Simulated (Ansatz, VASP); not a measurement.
**HfSi2B2 in VASP and in Ansatz**

File INCAR:

```
SYSTEM = HfSi2B2
ALGO = Normal ; EDIFF = 1E-6
EDIFFG = -0.04 ; ENCUT = 600
GGA = PE ; IBRION = 2
ISIF = 3 ; ISMEAR = 0
LASPH = .True. ; LCHARG = .False.
LREAL = .False. ; LWAVE = .False.
NELM = 100 ; NSW = 90
PREC = Accurate ; SIGMA = 0.1
```

File KPOINTS:

```
k-points
0
Gamma
  6 6 4
  0 0 0
```

Contents of POSCAR:

```
HfSi2B2
1.0
    3.4721177700      0.0000000000      0.0000000000
   -1.7360588800      3.0069421900      0.0000000000
    0.0000000000      0.0000000000      6.7785570700
Hf Si B
1 2 2
Direct
    0.0000000000      0.0000000000      0.0000000000
    0.0000000000      0.0000000000      0.6364517000
    0.0000000000      0.0000000000      0.3635483000
    0.3333333300      0.6666666700      0.0000000000
    0.6666666700      0.3333333300      0.0000000000
```

Input for Ansatz:

```yaml
crystal:
  lattice:
    - [3.47211777, 0.0, 0.0]
    - [-1.73605888, 3.00694219, 0.0]
    - [0.0, 0.0, 6.77855707]
  atoms:
    - { symbol: Hf, position: [0.0, 0.0, 0.0] }
    - { symbol: Si, position: [0.0, 0.0, 0.6364517] }
    - { symbol: Si, position: [0.0, 0.0, 0.3635483] }
    - { symbol: B, position: [0.33333333, 0.66666667, 0.0] }
    - { symbol: B, position: [0.66666667, 0.33333333, 0.0] }
basis:
  ecutwfc: 420
kpoints:
  mp_grid: { grid: [6, 6, 4] }
hamiltonian:
  xc: pbe
scf:
  occupations: { method: gaussian, width: 0.1 }
  lower_state_search: "off"
output:
  forces: true
  stress: true
  eigenvalues: true
relax:
  adjacent_minimum: "off"
  f_tol: 0.04
  max_steps: 70
  cell: { stress_tol: 0.4 }
```

Alike in both runs: task relaxation of cell and atoms; functional PBE; k mesh 6 × 6 × 4; occupations gaussian, width 0.1 eV; no spin polarisation.

|  | VASP | Ansatz |
| --- | --- | --- |
| version | VASP 6.6.1 | Ansatz 0.2.0 |
| potentials or method | VASP PAW PBE potentials, release 64 (Hf_pv, Si, B), cutoff 600 eV | scalar-relativistic, plane waves, PAW |
| valence electrons in the cell | 24 | 40 |

|  | VASP | Ansatz | Ansatz less VASP |
| --- | --- | --- | --- |
| gap on the k mesh at the Fermi level, each at its own relaxed structure (eV) | none | none | - |
| relaxed volume (Å³/atom) | 20.38 | 20.36 | -0.019 |
| relaxed cell length with the largest relative difference (Å) | 7.613 | 7.603 | -0.0100 |

A gap of «none» marks a metal or a gap that the smearing closes. VASP's potentials hold 24 valence electrons a cell and Ansatz's 40, so a difference there can come from the potentials and not from the codes.

Spin-orbit coupling is off throughout. Noted on VASP's run: the volume moved by over 15 % at a fixed basis, so the end points are rough.
